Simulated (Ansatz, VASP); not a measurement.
# NbCd3Rh: VASP beside Ansatz

```
Nb Cd Rh
1.0
     4.96410    0.00000    0.00000
     0.00000    4.96410    0.00000
     0.00000    0.00000    4.96410
Nb Cd Rh
1 3 1
Direct
  0.00000 0.00000 0.00000
  0.00000 0.50000 0.50000
  0.50000 0.00000 0.50000
  0.50000 0.50000 0.00000
  0.50000 0.50000 0.50000
```

Alike in both runs: functional PBE; k mesh 4 × 4 × 4; occupations gaussian, width 0.1 eV; no spin polarisation.

Ansatz relaxed the structure, and its values are those at the end. VASP's run is a single point on that final structure, the one shown.

|  | VASP | Ansatz |
| --- | --- | --- |
| version | VASP 6.6.1 | Ansatz 0.2.0 |
| potentials or method | VASP PAW PBE potentials, release 64 (Nb_sv, Cd, Rh_pv), cutoff 520 eV | scalar-relativistic, plane waves, PAW |
| valence electrons in the cell | 64 | 90 |

VASP gave:

| Property | Result |
| --- | --- |
| gap on the k mesh at the Fermi level (eV) | none |
| pressure (GPa) | 0.9 |

Question: Which values does Ansatz return?

Answer: gap on the k mesh at the Fermi level (eV): none; pressure (GPa): 0.3.

A gap of «none» marks a metal or a gap that the smearing closes. VASP's potentials hold 64 valence electrons a cell and Ansatz's 90, so a difference there can come from the potentials and not from the codes.
